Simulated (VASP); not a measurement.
# Pd in VASP: notebook

The runs below take Pd through single point, with PBEsol.

All numbers are computed with VASP 6.6.1; they aren't measurements. Logs are shortened: lines on timing, memory, paths and dates and some standing lists are left out, and cuts for length are marked.

## Step 1: The cell of the first run

The cell holds a slab with vacuum, 5 atoms: a = 2.741 Å, b = 3.876 Å, c = 21.482 Å, α = 90.00°, β = 90.00°, γ = 90.00°.

## Step 2: Single point, PBEsol

Contents of INCAR:

```
PREC = Accurate ; ENCUT = 520
EDIFF = 1E-7 ; ISMEAR = -1
SIGMA = 0.05 ; LREAL = False
LASPH = True ; NELM = 100
ALGO = Normal ; ISIF = 2
LWAVE = False ; LCHARG = False
LDIPOL = True ; IDIPOL = 3
DIPOL = 0.5 0.5 0.500 ; GGA = PS
NBANDS = 33
```

Contents of KPOINTS:

```
Automatic mesh
0
Gamma
  13 10 1
```

Contents of POSCAR:

```
Pd
1.0
    2.7410560016      0.0000000000      0.0000000000
    0.0000000000      3.8764385727      0.0000000000
    0.0000000000      0.0000000000     21.4821000000
Pd
5
Direct
    0.0000000000      0.0000000000      0.3724027912
    0.5000000000      0.5000000000      0.4362013954
    0.0000000000      0.0000000000      0.5000000000
    0.5000000000      0.5000000000      0.5637986046
    0.0000000000      0.0000000000      0.6275972088
```

Potentials or basis: VASP PAW PBE potentials, release 64 (Pd).

Command:

```bash
> cat potpaw_PBE.64/Pd/POTCAR > POTCAR
> mpirun -np 1 vasp_std > vasp.out
```

OUTCAR:

```text
PREC = Accurate
   ENCUT = 520
   EDIFF = 1E-7
   ISMEAR = -1
   LREAL = False
   LASPH = True
   NELM = 100
   ISIF = 2
   GGA = PS

 ion  position               nearest neighbor table
   1  0.000  0.000  0.372-   2 2.74   2 2.74   2 2.74   2 2.74   3 2.74
   2  0.500  0.500  0.436-   1 2.74   1 2.74   1 2.74   1 2.74   3 2.74   3 2.74   3 2.74   3 2.74
                             4 2.74
   3  0.000  0.000  0.500-   1 2.74   5 2.74   4 2.74   2 2.74   2 2.74   4 2.74   2 2.74   4 2.74
                             2 2.74   4 2.74
   4  0.500  0.500  0.564-   5 2.74   5 2.74   5 2.74   5 2.74   3 2.74   3 2.74   3 2.74   3 2.74
                             2 2.74
   5  0.000  0.000  0.628-   4 2.74   4 2.74   4 2.74   4 2.74   3 2.74

  LATTYP: Found a simple orthorhombic cell.
 ALAT       =     2.7410560016
 B/A-ratio  =     1.4142135624
 C/A-ratio  =     7.8371620235

  Lattice vectors:

 A1 = (   2.7410560016,   0.0000000000,   0.0000000000)
 A2 = (   0.0000000000,   3.8764385727,   0.0000000000)
 A3 = (   0.0000000000,   0.0000000000,  21.4821000000)

Analysis of symmetry for initial positions (statically):
=====================================================================
 Subroutine PRICEL returns:
 Original cell was already a primitive cell.

 Routine SETGRP: Setting up the symmetry group for a
 simple orthorhombic supercell.

 Subroutine GETGRP returns: Found  8 space group operations
 (whereof  8 operations were pure point group operations)
 out of a pool of  8 trial point group operations.

The static configuration has the point symmetry D_2h.

Analysis of symmetry for dynamics (positions and initial velocities):
=====================================================================
 Subroutine PRICEL returns:
 Original cell was already a primitive cell.

 Routine SETGRP: Setting up the symmetry group for a
 simple orthorhombic supercell.

 Subroutine GETGRP returns: Found  8 space group operations
 (whereof  8 operations were pure point group operations)
 out of a pool of  8 trial point group operations.

The dynamic configuration has the point symmetry D_2h.

 Subroutine INISYM returns: Found  8 space group operations
 (whereof  8 operations are pure point group operations),
 and found     1 'primitive' translations

----------------------------------------------------------------------------------------

                                     Primitive cell

  volume of cell :     228.2588

  direct lattice vectors                    reciprocal lattice vectors
     2.741056002  0.000000000  0.000000000     0.364822900  0.000000000  0.000000000
     0.000000000  3.876438573  0.000000000     0.000000000  0.257968747  0.000000000
     0.000000000  0.000000000 21.482100000     0.000000000  0.000000000  0.046550384

  length of vectors
     2.741056002  3.876438573 21.482100000     0.364822900  0.257968747  0.046550384

  position of ions in fractional coordinates (direct lattice)
     0.000000000  0.000000000  0.372402791
     0.500000000  0.500000000  0.436201395
     0.000000000  0.000000000  0.500000000
     0.500000000  0.500000000  0.563798605
     0.000000000  0.000000000  0.627597209

  ion indices of the primitive-cell ions
   primitive index   ion index
                 1           1
                 2           2
                 3           3
                 4           4
                 5           5

----------------------------------------------------------------------------------------

 KPOINTS: Automatic mesh

Automatic generation of k-mesh.
 Grid dimensions read from file:
 generate k-points for:   13   10    1

 Generating k-lattice:

  Cartesian coordinates                     Fractional coordinates (reciprocal lattice)
     0.028063300  0.000000000  0.000000000     0.076923077  0.000000000  0.000000000
     0.000000000  0.025796875  0.000000000     0.000000000  0.100000000  0.000000000
     0.000000000  0.000000000  0.046550384     0.000000000  0.000000000  1.000000000

  Length of vectors
     0.028063300  0.025796875  0.046550384

  Shift w.r.t. Gamma in fractional coordinates (k-lattice)
     0.000000000  0.000000000  0.000000000

 Subroutine IBZKPT returns following result:
 ===========================================

 Found     42 irreducible k-points:

 Following reciprocal coordinates:
            Coordinates               Weight
  0.000000  0.000000  0.000000      1.000000
  0.076923  0.000000  0.000000      2.000000
  0.153846  0.000000  0.000000      2.000000
  0.230769  0.000000  0.000000      2.000000
  0.307692  0.000000  0.000000      2.000000
  0.384615  0.000000  0.000000      2.000000
[... 16 lines left out ...]
  0.076923  0.300000  0.000000      4.000000
  0.153846  0.300000  0.000000      4.000000
 [... further k-points ...]
   k-points           NKPTS =     42   k-points in BZ     NKDIM =     42   number of bands    NBANDS=     33
   number of dos      NEDOS =    301   number of ions     NIONS =      5
   total plane-waves  NPLWV =  96000
   dimension x,y,z NGX =    20 NGY =   30 NGZ =  160
   dimension x,y,z NGXF=    40 NGYF=   60 NGZF=  320
   ions per type =               5
   NGX,Y,Z   is equivalent  to a cutoff of  12.13, 12.87, 12.38 a.u.
   NGXF,Y,Z  is equivalent  to a cutoff of  24.26, 25.73, 24.76 a.u.
 SYSTEM =  unknown system
   PREC   = accura    normal or accurate (medium, high low for compatibility)
   ISTART =      0    job   : 0-new  1-cont  2-samecut
   ICHARG =      2    charge: 1-file 2-atom 10-const
   ISPIN  =      1    spin polarized calculation?
   LNONCOLLINEAR =      F non collinear calculations
   LSORBIT =      F    spin-orbit coupling
   LASPH  =      T    aspherical Exc in radial PAW
   ENCUT  =  520.0 eV  38.22 Ry    6.18 a.u.   5.10  7.21 39.94*2*pi/ulx,y,z
   NELM   =    100;   NELMIN=  2; NELMDL= -5     # of ELM steps
   EDIFF  = 0.1E-06   stopping-criterion for ELM
   LREAL  =      F    real-space projection
   EDIFFG = 0.1E-05   stopping-criterion for IOM
   NSW    =      0    number of steps for IOM
   IBRION =     -1    ionic relax: 0-MD 1-quasi-New 2-CG
   NFREE  =      0    steps in history (QN), initial steepest desc. (CG)
   ISIF   =      2    stress and relaxation
   ISYM   =      2    0-nonsym 1-usesym 2-fastsym
   POTIM  = 0.5000    time-step for ionic-motion
   TEBEG  =    0.0;   TEEND  =   0.0 temperature during run
   PSTRESS=    0.0 pullay stress
   NELECT =      50.0000    total number of electrons
   NUPDOWN=      -1.0000    fix difference up-down
   EMIN   =  10.00;   EMAX   =-10.00  energy-range for DOS
   EFERMI =   0.00;   METHOD = LEGACY
   ISMEAR =    -1;   SIGMA  =   0.05  broadening in eV -4-tet -1-fermi 0-gaus
   EFERMI_NEDOS =   21; number of points for ismear=-14 and -15
   IALGO  =     38    algorithm
   IMIX   =      4    mixing-type and parameters
     AMIX     =   0.40;   BMIX     =  1.00
     AMIX_MAG =   1.60;   BMIX_MAG =  1.00
  volume/ion in A,a.u.               =      45.65       308.07
  Fermi-wavevector in a.u.,A,eV,Ry     =   0.986860  1.864895 13.250620  0.973893
  Thomas-Fermi vector in A             =   2.118272
   LORBIT       =      0    0 simple, 1 ext, 2 COOP (PROOUT), +10 PAW based schemes
   GGA     = PS    functional components
   LHFCALC =     F    Hartree Fock is set to
   AEXX    =    0.0000 exact exchange contribution
   IVDW    =     0    specifies the selected vdW correction
   LEPSILON=     F    determine dielectric tensor
   LRPA    =     F    only Hartree local field effects (RPA)
 non-spin polarized calculation
  energy-cutoff  :      520.00
  volume of cell :      228.26
 maximum number of plane-waves:      6202
   NGX = 11   NGY = 15   NGZ = 79

 number of electron      50.0000019 magnetization

 dipolmoment           0.000000      0.000000      0.000000 electrons x Angstroem

 Free energy of the ion-electron system (eV)
  ---------------------------------------------------
  ext. energy  EPLUGINS =         0.00000000
  ---------------------------------------------------
  free energy    TOTEN  =       -27.15562911 eV

  energy without entropy =      -27.05975988  energy(sigma->0) =      -27.10769449

 E-fermi :  -0.1731     XC(G=0):  -5.1755

 val. band max:       -0.1747260311   @ k =   0.1538   0.2000   0.0000
 cond. band min:      -0.1721973898   @ k =   0.0000   0.3000   0.0000
 fundamental gap:      0.0025286413
 Fermi energy:        -0.1731026312

 k-point     1 :       0.0000    0.0000    0.0000
  band No.  band energies     occupation
      1      -6.7004      2.00000
      2      -5.2658      2.00000
      3      -4.9821      2.00000
      4      -4.7999      2.00000
      5      -4.4196      2.00000
      6      -3.8336      2.00000
[... 25 lines left out ...]
     32       5.0303      0.00000
     33       5.0631      0.00000

 k-point     2 :       0.0769    0.0000    0.0000
  band No.  band energies     occupation
      1      -6.5605      2.00000
      2      -5.1552      2.00000
      3      -4.8768      2.00000
      4      -4.7403      2.00000
      5      -4.3022      2.00000
      6      -3.6623      2.00000
[... 25 lines left out ...]
     32       5.1515      0.00000
     33       5.1892      0.00000
[... 754 lines left out ...]
     32       4.4053      0.00000
     33       5.6161      0.00000

 k-point    24 :       0.1538    0.3000    0.0000
  band No.  band energies     occupation
      1      -5.3610      2.00000
      2      -4.7340      2.00000
      3      -4.4928      2.00000
      4      -4.3583      2.00000
      5      -4.0543      2.00000
      6      -3.8195      2.00000
[... 25 lines left out ...]
     32       5.0003      0.00000
     33       5.9709      0.00000

 [... further k-points ...]

------------------------ aborting loop because EDIFF is reached ----------------------------------------

 vacuum level on the upper side and lower side of the slab       (xc-potential included)        -0.062        -0.062

  FORCE on cell =-STRESS in cart. coord.  units (eV):
  Direction    XX          YY          ZZ          XY          YZ          ZX
  --------------------------------------------------------------------------------------
  -------------------------------------------------------------------------------------
  Total       -4.2756107     -3.9115392     -1.7795442      0.0000000      0.0000000      0.0000000
  in kB      -30.0110497    -27.4555860    -12.4908448      0.0000000      0.0000000      0.0000000
  external PRESSURE =     -23.3191602 kB  Pullay stress =       0.0000000 kB

 VOLUME and BASIS-vectors are now :
 -----------------------------------------------------------------------------
  energy-cutoff  :      520.00
  volume of cell :      228.26
      direct lattice vectors                 reciprocal lattice vectors
     2.741056002  0.000000000  0.000000000     0.364822900  0.000000000  0.000000000
     0.000000000  3.876438573  0.000000000     0.000000000  0.257968747  0.000000000
     0.000000000  0.000000000 21.482100000     0.000000000  0.000000000  0.046550384

 POSITION                                       TOTAL-FORCE (eV/Angst)
 -----------------------------------------------------------------------------------
      0.00000      0.00000      7.99999         0.000000     -0.000000      0.591997
      1.37053      1.93822      9.37052         0.000000      0.000000     -0.550805
      0.00000      0.00000     10.74105         0.000000     -0.000000      0.000000
      1.37053      1.93822     12.11158         0.000000     -0.000000      0.550805
      0.00000      0.00000     13.48211         0.000000     -0.000000     -0.591997
 -----------------------------------------------------------------------------------
    total drift:                               -0.000000      0.000000     -0.000000

  FREE ENERGIE OF THE ION-ELECTRON SYSTEM (eV)
  ---------------------------------------------------
  free  energy   TOTEN  =       -27.1556291059 eV

  energy  without entropy=      -27.0597598759  energy(sigma->0) =      -27.10769449

 vacuum level on the upper side and lower side of the slab         4.610         4.610
```

Run time: 3.5 min. Hardware: 1 thread of AMD EPYC 9R45 (Zen 5), shared host; peak memory 0.4 GiB.

What came out:

```yaml
Free_energy: -27.1556 eV
Largest_force: 0.592 eV/Å
Band_gap_on_the_k_mesh: zero (bands 25 and 26 overlap by 0.42 eV)
```

Forces in eV/Å, atoms in the order of the input:
```
Pd   0.000  0.000  0.592
Pd   0.000  0.000 -0.551
Pd   0.000  0.000  0.000
Pd   0.000  0.000  0.551
Pd   0.000  0.000 -0.592
```

Levels at points of the mesh, in eV from the Fermi level:
```csv
k point,band 23,band 24,band 25,band 26,band 27,band 28
"(0.00, 0.00, 0.00)",-0.61,-0.27,-0.13,-0.13,0.24,0.31
"(0.00, 0.50, 0.00)",-0.27,-0.18,-0.06,-0.04,0.09,0.25
```

Caveat: the PAW data sets were made with another functional, which shifts forces and pressure a little.

## Step 3: Single point, PBEsol

Contents of INCAR:

```
SYSTEM = Pd
PREC = Accurate ; ENCUT = 520
EDIFF = 1E-6 ; ISMEAR = -1
SIGMA = 0.05 ; LREAL = .False.
LASPH = .True. ; NELM = 60
ALGO = Normal ; ISIF = 2
LWAVE = .False. ; LCHARG = .True.
LDIPOL = .True. ; IDIPOL = 3
DIPOL = 0.5 0.5 0.500 ; GGA = PS
LELF = .True. ; LVHAR = .True.
LVACPOTAV = .True. ; NBANDS = 33
```

Contents of KPOINTS:

```
Automatic mesh
0
Gamma
  13 10 1
  0 0 0
```

POSCAR is that of step 2.

Potentials or basis: VASP PAW PBE potentials, release 64 (Pd).

Command:

```bash
> cat potpaw_PBE.64/Pd/POTCAR > POTCAR
> mpirun -np 1 vasp_std > vasp.out
```

Run time: 3.3 min. Hardware: 1 thread of AMD EPYC 9R45 (Zen 5), shared host; peak memory 0.41 GiB.

The run converged. Its results:

```
Free energy            : -27.1556 eV
Largest force          : 0.592 eV/Å
Band gap on the k mesh : zero (bands 25 and 26 overlap by 0.42 eV)
```

Forces in eV/Å, atoms in the order of the input:
```
Pd   0.000  0.000  0.592
Pd   0.000  0.000 -0.551
Pd   0.000  0.000  0.000
Pd   0.000  0.000  0.551
Pd   0.000  0.000 -0.592
```

Levels at points of the mesh, in eV from the Fermi level:
| k point | band 21 | band 22 | band 23 | band 24 | band 25 | band 26 | band 27 | band 28 | band 29 | band 30 |
| --- | --- | --- | --- | --- | --- | --- | --- | --- | --- | --- |
| (0.00, 0.00, 0.00) | -0.94 | -0.66 | -0.61 | -0.27 | -0.13 | -0.13 | 0.24 | 0.31 | 2.31 | 4.37 |
| (0.00, 0.50, 0.00) | -0.51 | -0.37 | -0.27 | -0.18 | -0.06 | -0.04 | 0.09 | 0.25 | 0.74 | 1.41 |

Caveat: the PAW data sets were made with another functional, which shifts forces and pressure a little.

## Step 4: Single point, PBEsol

Contents of INCAR:

```
PREC     = Accurate       # precision mode
ENCUT    = 520            # plane-wave cutoff, eV
EDIFF    = 1E-6           # SCF threshold, eV
ISMEAR   = -1             # smearing method
SIGMA    = 0.05           # smearing width, eV
LREAL    = False          # projectors in reciprocal space
LASPH    = True           # aspherical terms in the spheres
NELM     = 100            # most SCF steps
ALGO     = Normal         # electronic algorithm
ISIF     = 2              # what is computed and relaxed
LWAVE    = False          # write WAVECAR
LCHARG   = True           # write CHGCAR
LDIPOL   = True         
IDIPOL   = 3            
DIPOL    = 0.5 0.5 0.500
GGA      = PS             # functional
LELF     = True           # ELF
LVHAR    = True         
LVACPOTAV= True         
NBANDS   = 33             # bands
```

Contents of KPOINTS:

```
Automatic mesh
0
Gamma
  13 10 1
```

Contents of POSCAR:

```
Pd
1.0
    2.7410560016      0.0000000000      0.0000000000
    0.0000000000      3.8764385727      0.0000000000
    0.0000000000      0.0000000000     21.4821000000
Pd
5
Direct
    0.0000000000      0.0000000000      0.3766093289
    0.5000000000      0.5000000000      0.4343155344
    0.0000000000      0.0000000000      0.5000000003
    0.5000000000      0.5000000000      0.5656844653
    0.0000000000      0.0000000000      0.6233906710
```

Potentials or basis: VASP PAW PBE potentials, release 64 (Pd).

Command:

```bash
> cat potpaw_PBE.64/Pd/POTCAR > POTCAR
> mpirun -np 1 vasp_std > vasp.out
```

OUTCAR:

```text
PREC = Accurate
   ENCUT = 520
   EDIFF = 1E-6
   ISMEAR = -1
   LREAL = False
   LASPH = True
   NELM = 100
   ISIF = 2
   GGA = PS

 ion  position               nearest neighbor table
   1  0.000  0.000  0.377-   3 2.65   2 2.68   2 2.68   2 2.68   2 2.68
   2  0.500  0.500  0.434-   1 2.68   1 2.68   1 2.68   1 2.68   3 2.76   3 2.76   3 2.76   3 2.76
                             4 2.82
   3  0.000  0.000  0.500-   5 2.65   1 2.65   4 2.76   4 2.76   4 2.76   4 2.76   2 2.76   2 2.76
                             2 2.76   2 2.76
   4  0.500  0.500  0.566-   5 2.68   5 2.68   5 2.68   5 2.68   3 2.76   3 2.76   3 2.76   3 2.76
                             2 2.82
   5  0.000  0.000  0.623-   3 2.65   4 2.68   4 2.68   4 2.68   4 2.68

  LATTYP: Found a simple orthorhombic cell.
 ALAT       =     2.7410560016
 B/A-ratio  =     1.4142135624
[... 1069 lines left out ...]
  in kB      -21.1627027    -13.2161739     -1.2544238      0.0000000      0.0000000      0.0000000
  external PRESSURE =     -11.8777668 kB  Pullay stress =       0.0000000 kB

 VOLUME and BASIS-vectors are now :
 -----------------------------------------------------------------------------
  energy-cutoff  :      520.00
  volume of cell :      228.26
      direct lattice vectors                 reciprocal lattice vectors
     2.741056002  0.000000000  0.000000000     0.364822900  0.000000000  0.000000000
     0.000000000  3.876438573  0.000000000     0.000000000  0.257968747  0.000000000
     0.000000000  0.000000000 21.482100000     0.000000000  0.000000000  0.046550384

 POSITION                                       TOTAL-FORCE (eV/Angst)
 -----------------------------------------------------------------------------------
      0.00000      0.00000      8.09036         0.000000      0.000000      0.028397
      1.37053      1.93822      9.33001        -0.000000     -0.000000     -0.005272
      0.00000      0.00000     10.74105        -0.000000      0.000000      0.000000
      1.37053      1.93822     12.15209        -0.000000     -0.000000      0.005272
      0.00000      0.00000     13.39174        -0.000000      0.000000     -0.028397
 -----------------------------------------------------------------------------------
    total drift:                                0.000000      0.000000      0.000002

  FREE ENERGIE OF THE ION-ELECTRON SYSTEM (eV)
  ---------------------------------------------------
  free  energy   TOTEN  =       -27.2349956840 eV

  energy  without entropy=      -27.1353307840  energy(sigma->0) =      -27.18516323

 vacuum level on the upper side and lower side of the slab         4.679         4.679
```

OSZICAR:

```text
N       E                     dE             d eps       ncg     rms          rms(c)
DAV:   1     0.318978208805E+03    0.31898E+03   -0.22109E+04  2772   0.128E+03
DAV:   2    -0.152804481393E+02   -0.33426E+03   -0.30998E+03  3269   0.274E+02
DAV:   3    -0.287278640097E+02   -0.13447E+02   -0.12780E+02  3168   0.555E+01
[... 16 lines left out ...]
DAV:  20    -0.272349525359E+02   -0.80556E-05   -0.23187E-06  2231   0.432E-03    0.136E-03
DAV:  21    -0.272349778649E+02   -0.25329E-04   -0.11176E-06  2044   0.393E-03    0.724E-04
DAV:  22    -0.272349869967E+02   -0.91319E-05   -0.25031E-07  1978   0.157E-03    0.379E-04
DAV:  23    -0.272349947072E+02   -0.77105E-05   -0.39152E-07  1998   0.139E-03    0.169E-04
DAV:  24    -0.272349956840E+02   -0.97675E-06   -0.45777E-08  1948   0.593E-04
   1 F= -.27234996E+02 E0= -.27185163E+02  d E =-.996649E-01
```

stdout:

```text
POSCAR found type information on POSCAR Pd
 POSCAR found :  1 types and       5 ions
 scaLAPACK will be used
 -----------------------------------------------------------------------------
|                                                                             |
[... 23 lines left out ...]
|     field-free region was found. Please increase the size of  your cell     |
|     in the dimension of the dipole correction to obtain accurate            |
|     workfunction values.                                                    |
|                                                                             |
 -----------------------------------------------------------------------------
```

Run time: 3.3 min. Hardware: 1 thread of AMD EPYC 9R45 (Zen 5), shared host; peak memory 0.41 GiB.

What came out:

```yaml
Free_energy: -27.2350 eV
Largest_force: 0.028 eV/Å
Band_gap_on_the_k_mesh: zero (bands 25 and 26 overlap by 0.47 eV)
```

Forces in eV/Å, atoms in the order of the input:
```
Pd   0.000  0.000  0.028
Pd   0.000  0.000 -0.005
Pd   0.000  0.000  0.000
Pd   0.000  0.000  0.005
Pd   0.000  0.000 -0.028
```

Caveat: the PAW data sets were made with another functional, which shifts forces and pressure a little.
